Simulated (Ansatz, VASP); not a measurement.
## One calculation of CdO2, two programs

File INCAR:

```
SYSTEM = CdO2
ALGO = Normal
EDIFF = 1E-6
ENCUT = 520
GGA = PS
ISIF = 2
ISMEAR = -1
LASPH = .True.
LCHARG = .False.
LREAL = .False.
LWAVE = .False.
NBANDS = 19
NELM = 100
PREC = Accurate
SIGMA = 0.1
```

The input KPOINTS:

```
k-points
0
Gamma
  8 8 6
  0 0 0
```

The input POSCAR:

```
CdO2
1.0
    3.4762300000      0.0000000000      0.0000000000
   -1.7381100000      3.0105000000      0.0000000000
    0.0000000000      0.0000000000      4.1480800000
Cd O
1 2
Direct
    0.0000000000      0.0000000000      0.0000000000
    0.6666666667      0.3333333333      0.7557800000
    0.3333333333      0.6666666667      0.2442200000
```

Input for Ansatz:

```yaml
crystal:
  lattice:
    - [3.47623, 0.0, 0.0]
    - [-1.73811, 3.0105, 0.0]
    - [0.0, 0.0, 4.14808]
  atoms:
    - { symbol: Cd, position: [0.0, 0.0, 0.0] }
    - { symbol: O, position: [0.6666666666666666, 0.3333333333333333, 0.75578] }
    - { symbol: O, position: [0.3333333333333333, 0.6666666666666666, 0.24422] }
kpoints:
  mp_grid:
    grid: [8, 8, 6]
hamiltonian:
  xc: pbesol
scf:
  convergence:
    dr2_threshold: 1.0e-08
  occupations:
    method: fermi_dirac
output:
  forces: true
  stress: true
```

Alike in both runs: task single point; functional PBEsol; k mesh 8 × 8 × 6; no spin polarisation.

|  | VASP | Ansatz |
| --- | --- | --- |
| version | VASP 6.6.1 | Ansatz 0.2.0 |
| potentials or method | VASP PAW PBE potentials, release 64 (Cd, O) | plane waves, PAW |
| plane-wave cutoff (eV) | 520 | 420 |
| occupations | fermi-dirac, width 0.1 eV | fermi-dirac |
| valence electrons in the cell | 24 | 32 |

```csv
,VASP,Ansatz,Ansatz less VASP
pressure (GPa),-8.9,-10.2,-1.30
"traceless stress, the component that is largest in VASP (GPa)",0.87,1.55,+0.677
rms of the force components (eV/Å),0.110,0.164,+0.0536
```

VASP's potentials were made for PBE, not for PBEsol. Atom by atom the forces differ by 0.054 eV/Å (rms over components). VASP's potentials hold 24 valence electrons a cell and Ansatz's 32, so a difference there can come from the potentials and not from the codes. Ansatz's warnings: stress scf threshold loose.
